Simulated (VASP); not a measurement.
# Cu (P6/mmm) in VASP: further runs

Runs on Cu. Level: PBE. Tasks: relaxation of shape and atoms at fixed volume.

Program: VASP 6.6.1. These are calculated values, not measurements. Logs are shortened: lines on timing, memory, paths and dates and some standing lists are left out, and cuts for length are marked.

**1. The cell of the first run**

The structure is hexagonal, space group P6/mmm (No. 191). Conventional cell: a = 2.189 Å, b = 2.189 Å, c = 2.131 Å, α = 90.00°, β = 90.00°, γ = 120.00°. Cu (site symmetry 6/mmm) has 8 Cu at 2.13 to 2.19 Å within 2.8 Å.

**2. Relaxation of shape and atoms at fixed volume, PBE**

INCAR reads:

```
ALGO = Normal
EDIFF = 1E-6
EDIFFG = -0.005
ENCUT = 600
GGA = PE
IBRION = 2
ISIF = 4
ISMEAR = -1
LASPH = T
LCHARG = F
LREAL = F
LWAVE = F
NELM = 60
NSW = 50
PREC = Accurate
SIGMA = 0.05
```

KPOINTS reads:

```
k-points
0
Gamma
  17 17 16
```

POSCAR reads:

```
Cu
1.0
    2.1894510943      0.0000000000      0.0000000000
   -1.0947255471      1.8961202680      0.0000000000
    0.0000000000      0.0000000000      2.1311600353
Cu
1
Direct
    0.0000000000      0.0000000000      0.0000000000
```

Potentials or basis: VASP PAW PBE potentials, release 64 (Cu).

Launch:

```sh
$ cat potpaw_PBE.64/Cu/POTCAR > POTCAR
$ mpirun -np 1 vasp_std > vasp.out
```

OUTCAR:

```text
EDIFF = 1E-6
   EDIFFG = -0.005
   ENCUT = 600
   GGA = PE
   IBRION = 2
   ISIF = 4
   ISMEAR = -1
   LASPH = T
   LREAL = F
   NELM = 60
   NSW = 50
   PREC = Accurate

 ion  position               nearest neighbor table
   1  0.000  0.000  0.000-

  LATTYP: Found a hexagonal cell.
 ALAT       =     2.1894510943
 C/A-ratio  =     0.9733764051

  Lattice vectors:

 A1 = (   2.1894510943,   0.0000000000,   0.0000000000)
 A2 = (  -1.0947255471,   1.8961202680,   0.0000000000)
 A3 = (   0.0000000000,   0.0000000000,   2.1311600353)

Analysis of symmetry for initial positions (statically):
=====================================================================
 Subroutine PRICEL returns:
 Original cell was already a primitive cell.

 Routine SETGRP: Setting up the symmetry group for a
 hexagonal supercell.

 Subroutine GETGRP returns: Found 24 space group operations
 (whereof 24 operations were pure point group operations)
 out of a pool of 24 trial point group operations.

The static configuration has the point symmetry D_6h.

Analysis of symmetry for dynamics (positions and initial velocities):
=====================================================================
 Subroutine PRICEL returns:
 Original cell was already a primitive cell.

 Routine SETGRP: Setting up the symmetry group for a
 hexagonal supercell.

 Subroutine GETGRP returns: Found 24 space group operations
 (whereof 24 operations were pure point group operations)
 out of a pool of 24 trial point group operations.

The dynamic configuration has the point symmetry D_6h.

 Subroutine INISYM returns: Found 24 space group operations
 (whereof 24 operations are pure point group operations),
 and found     1 'primitive' translations

----------------------------------------------------------------------------------------

                                     Primitive cell

  volume of cell :       8.8474

  direct lattice vectors                    reciprocal lattice vectors
     2.189451094  0.000000000  0.000000000     0.456735482  0.263696353  0.000000000
    -1.094725547  1.896120268  0.000000000     0.000000000  0.527392707  0.000000000
     0.000000000  0.000000000  2.131160035     0.000000000  0.000000000  0.469228018

  length of vectors
     2.189451094  2.189451094  2.131160035     0.527392706  0.527392707  0.469228018

  position of ions in fractional coordinates (direct lattice)
     0.000000000  0.000000000  0.000000000

  ion indices of the primitive-cell ions
   primitive index   ion index
                 1           1

----------------------------------------------------------------------------------------

 KPOINTS: k-points

Automatic generation of k-mesh.
 Grid dimensions read from file:
 generate k-points for:   17   17   16

 Generating k-lattice:

  Cartesian coordinates                     Fractional coordinates (reciprocal lattice)
     0.026866793  0.015511550  0.000000000     0.058823529  0.000000000  0.000000000
     0.000000000  0.031023100  0.000000000     0.000000000  0.058823529  0.000000000
     0.000000000  0.000000000  0.029326751     0.000000000  0.000000000  0.062500000

  Length of vectors
     0.031023100  0.031023100  0.029326751

  Shift w.r.t. Gamma in fractional coordinates (k-lattice)
     0.000000000  0.000000000  0.000000000

 Subroutine IBZKPT returns following result:
 ===========================================

 Found    297 irreducible k-points:

 Following reciprocal coordinates:
            Coordinates               Weight
  0.000000  0.000000  0.000000      1.000000
  0.058824  0.000000  0.000000      6.000000
  0.117647  0.000000  0.000000      6.000000
  0.176471  0.000000  0.000000      6.000000
  0.235294  0.000000  0.000000      6.000000
  0.294118  0.000000  0.000000      6.000000
[... 16 lines left out ...]
  0.411765  0.117647  0.000000     12.000000
  0.176471  0.176471  0.000000      6.000000
 [... further k-points ...]
   k-points           NKPTS =    297   k-points in BZ     NKDIM =    297   number of bands    NBANDS=      9
   number of dos      NEDOS =    301   number of ions     NIONS =      1
   total plane-waves  NPLWV =   5832
   dimension x,y,z NGX =    18 NGY =   18 NGZ =   18
   dimension x,y,z NGXF=    36 NGYF=   36 NGZF=   36
   ions per type =               1
   NGX,Y,Z   is equivalent  to a cutoff of  13.67, 13.67, 14.04 a.u.
   NGXF,Y,Z  is equivalent  to a cutoff of  27.33, 27.33, 28.08 a.u.
 SYSTEM =  unknown system
   PREC   = accura    normal or accurate (medium, high low for compatibility)
   ISTART =      0    job   : 0-new  1-cont  2-samecut
   ICHARG =      2    charge: 1-file 2-atom 10-const
   ISPIN  =      1    spin polarized calculation?
   LNONCOLLINEAR =      F non collinear calculations
   LSORBIT =      F    spin-orbit coupling
   LASPH  =      T    aspherical Exc in radial PAW
   ENCUT  =  600.0 eV  44.10 Ry    6.64 a.u.   4.37  4.37  4.26*2*pi/ulx,y,z
   NELM   =     60;   NELMIN=  2; NELMDL= -5     # of ELM steps
   EDIFF  = 0.1E-05   stopping-criterion for ELM
   LREAL  =      F    real-space projection
   EDIFFG = -.5E-02   stopping-criterion for IOM
   NSW    =     50    number of steps for IOM
   IBRION =      2    ionic relax: 0-MD 1-quasi-New 2-CG
   NFREE  =      1    steps in history (QN), initial steepest desc. (CG)
   ISIF   =      4    stress and relaxation
   ISYM   =      2    0-nonsym 1-usesym 2-fastsym
   POTIM  = 0.5000    time-step for ionic-motion
   TEBEG  =    0.0;   TEEND  =   0.0 temperature during run
   PSTRESS=    0.0 pullay stress
   NELECT =      11.0000    total number of electrons
   NUPDOWN=      -1.0000    fix difference up-down
   EMIN   =  10.00;   EMAX   =-10.00  energy-range for DOS
   EFERMI =   0.00;   METHOD = LEGACY
   ISMEAR =    -1;   SIGMA  =   0.05  broadening in eV -4-tet -1-fermi 0-gaus
   EFERMI_NEDOS =   21; number of points for ismear=-14 and -15
   IALGO  =     38    algorithm
   IMIX   =      4    mixing-type and parameters
     AMIX     =   0.40;   BMIX     =  1.00
     AMIX_MAG =   1.60;   BMIX_MAG =  1.00
  volume/ion in A,a.u.               =       8.85        59.71
  Fermi-wavevector in a.u.,A,eV,Ry     =   1.760354  3.326587 42.162359  3.098846
  Thomas-Fermi vector in A             =   2.829136
   LORBIT       =      0    0 simple, 1 ext, 2 COOP (PROOUT), +10 PAW based schemes
   GGA     = PE    functional components
   LHFCALC =     F    Hartree Fock is set to
   AEXX    =    0.0000 exact exchange contribution
   IVDW    =     0    specifies the selected vdW correction
   LEPSILON=     F    determine dielectric tensor
   LRPA    =     F    only Hartree local field effects (RPA)
 conjugate gradient relaxation of ions
 non-spin polarized calculation
  energy-cutoff  :      600.00
  volume of cell :        8.85
 maximum number of plane-waves:       315
 NGX is ok and might be reduce to    18
   NGX =  9   NGY =  9   NGZ =  9

--------------------------------------- Ionic step        1  -------------------------------------------

 number of electron      10.9999992 magnetization

 Free energy of the ion-electron system (eV)
  ---------------------------------------------------
  ext. energy  EPLUGINS =         0.00000000
  ---------------------------------------------------
  free energy    TOTEN  =        -2.39697665 eV

  energy without entropy =       -2.39585435  energy(sigma->0) =       -2.39641550

------------------------ aborting loop because EDIFF is reached ----------------------------------------

  FORCE on cell =-STRESS in cart. coord.  units (eV):
  Direction    XX          YY          ZZ          XY          YZ          ZX
  --------------------------------------------------------------------------------------
  -------------------------------------------------------------------------------------
  Total        6.9182061      6.9182061      5.9601569      0.0000000     -0.0000000      0.0000000
  in kB     1252.8148246   1252.8148246   1079.3221281      0.0000000     -0.0000000      0.0000000
  external PRESSURE =    1194.9839257 kB  Pullay stress =       0.0000000 kB
[... 160 lines left out ...]
  energy  without entropy=       -2.4004095276  energy(sigma->0) =       -2.40107164

--------------------------------------- Ionic step        6  -------------------------------------------

 number of electron      10.9999993 magnetization

 Free energy of the ion-electron system (eV)
  ---------------------------------------------------
  ext. energy  EPLUGINS =         0.00000000
  ---------------------------------------------------
  free energy    TOTEN  =        -2.40173594 eV

  energy without entropy =       -2.40040647  energy(sigma->0) =       -2.40107121

 E-fermi :  11.8316     XC(G=0): -14.4394

 val. band max:       11.7931302796   @ k =   0.1765   0.0588   0.4375
 cond. band min:      11.8357461013   @ k =   0.1765   0.0000   0.5000
 fundamental gap:      0.0426158217
 Fermi energy:        11.8316380031

 k-point     1 :       0.0000    0.0000    0.0000
  band No.  band energies     occupation
      1       0.0827      2.00000
      2       5.5175      2.00000
      3       7.6423      2.00000
      4       7.6423      2.00000
      5      10.0504      2.00000
      6      10.0504      2.00000
      7      33.2143      0.00000
      8      37.0991      0.00000
      9      39.0557      0.00000
[... 265 lines left out ...]
 k-point    24 :       0.1765    0.1765    0.0000
  band No.  band energies     occupation
      1       3.7399      2.00000
      2       6.3029      2.00000
      3       6.4703      2.00000
      4       9.1043      2.00000
      5       9.7029      2.00000
      6       9.7567      2.00000
      7      26.1503      0.00000
      8      27.2941      0.00000
      9      38.5015      0.00000

 [... further k-points ...]
[... 5 lines left out ...]
  --------------------------------------------------------------------------------------
  -------------------------------------------------------------------------------------
  Total        6.5769040      6.5769040      6.5768649      0.0000000      0.0000000      0.0000000
  in kB     1191.0085785   1191.0085785   1191.0014997      0.0000000      0.0000000      0.0000000
  external PRESSURE =    1191.0062189 kB  Pullay stress =       0.0000000 kB
[... 16 lines left out ...]
  FREE ENERGIE OF THE ION-ELECTRON SYSTEM (eV)
  ---------------------------------------------------
  free  energy   TOTEN  =        -2.4017359386 eV

  energy  without entropy=       -2.4004064741  energy(sigma->0) =       -2.40107121

 reached required accuracy - stopping structural energy minimisation
```

Wall time 53 s (1 thread of AMD EPYC 9R14 (Zen 4), shared host); peak memory 0.11 GiB.

Results:

* Free energy: -2.4017 eV
* Energy gained by relaxing: 4.8 meV/atom
* Ionic steps: 6
* Pressure after relaxing: 119.1 GPa

The path:
```tsv
step	energy change (eV)	largest force (eV/Å)	pressure (GPa)	volume (Å³)
1	0.0000	0.0000	119.50	8.85
2	0.0173	0.0000	119.35	8.85
3	-0.0048	0.0000	119.04	8.85
4	-0.0048	0.0000	119.09	8.85
5	-0.0048	0.0000	119.04	8.85
6	-0.0048	0.0000	119.10	8.85
```

Final structure:
```
Cu
1.0
     2.20033    0.00000    0.00000
    -1.10017    1.90554    0.00000
     0.00000    0.00000    2.11013
Cu
1
Direct
  0.00000 0.00000 0.00000
```

**3. Relaxation of shape and atoms at fixed volume, PBE, collinear spin, zero start**

INCAR reads:

```
ALGO = Normal
EDIFF = 1E-7
EDIFFG = -0.005
ENCUT = 600
GGA = PE
IBRION = 2
ISIF = 4
ISMEAR = -1
ISPIN = 2
LASPH = T
LCHARG = F
LMAXMIX = 4
LORBIT = 11
LREAL = F
LWAVE = F
MAGMOM = 0
NELM = 150
NSW = 50
PREC = Accurate
SIGMA = 0.05
```

KPOINTS is that of step 2.

POSCAR is that of step 2.

Potentials or basis: VASP PAW PBE potentials, release 64 (Cu).

Launch:

```sh
$ cat potpaw_PBE.64/Cu/POTCAR > POTCAR
$ mpirun -np 1 vasp_std > vasp.out
```

Wall time 76 s (1 thread of AMD EPYC 9R14 (Zen 4), shared host); peak memory 0.13 GiB.

It converged, with:

- Free energy: -2.4017 eV
- Energy gained by relaxing: 4.8 meV/atom
- Ionic steps: 3
- Pressure after relaxing: 119.1 GPa
- Net moment: 0.00 μB per cell
- Valence electrons inside the program's atomic spheres: Cu 10.57

Stress tensor (GPa, compression positive):
```
119.13   0.00   0.00
  0.00 119.13   0.00
  0.00   0.00 118.99
```

The path:
| step | energy change (eV) | largest force (eV/Å) | pressure (GPa) | volume (Å³) |
| --- | --- | --- | --- | --- |
| 1 | 0.0000 | 0.0000 | 119.52 | 8.85 |
| 2 | 0.0173 | 0.0000 | 119.35 | 8.85 |
| 3 | -0.0048 | 0.0000 | 119.08 | 8.85 |

Final structure:
```cif
data_structure
_symmetry_space_group_name_H-M 'P 1'
_symmetry_Int_Tables_number 1
_cell_length_a 2.2003
_cell_length_b 2.2003
_cell_length_c 2.1103
_cell_angle_alpha 90.000
_cell_angle_beta 90.000
_cell_angle_gamma 120.000
_cell_volume 8.85
loop_
_atom_site_label
_atom_site_type_symbol
_atom_site_fract_x
_atom_site_fract_y
_atom_site_fract_z
_atom_site_occupancy
Cu1 Cu 0.00000 0.00000 0.00000 1
```

Levels at points of the mesh, in eV from the Fermi level:
Spin up:
| k point | band 2 | band 3 | band 4 | band 5 | band 6 | band 7 | band 8 | band 9 |
| --- | --- | --- | --- | --- | --- | --- | --- | --- |
| (0.00, 0.00, 0.00) | -6.31 | -4.19 | -4.19 | -1.78 | -1.78 | 21.38 | 25.27 | 27.22 |
| (0.00, 0.00, 0.50) | -3.83 | -3.83 | -3.54 | -3.07 | -3.07 | 3.44 | 30.93 | 34.31 |
Spin down:
| k point | band 2 | band 3 | band 4 | band 5 | band 6 | band 7 | band 8 | band 9 |
| --- | --- | --- | --- | --- | --- | --- | --- | --- |
| (0.00, 0.00, 0.00) | -6.31 | -4.19 | -4.19 | -1.78 | -1.78 | 21.38 | 25.27 | 27.22 |
| (0.00, 0.00, 0.50) | -3.83 | -3.83 | -3.54 | -3.07 | -3.07 | 3.44 | 30.93 | 34.31 |
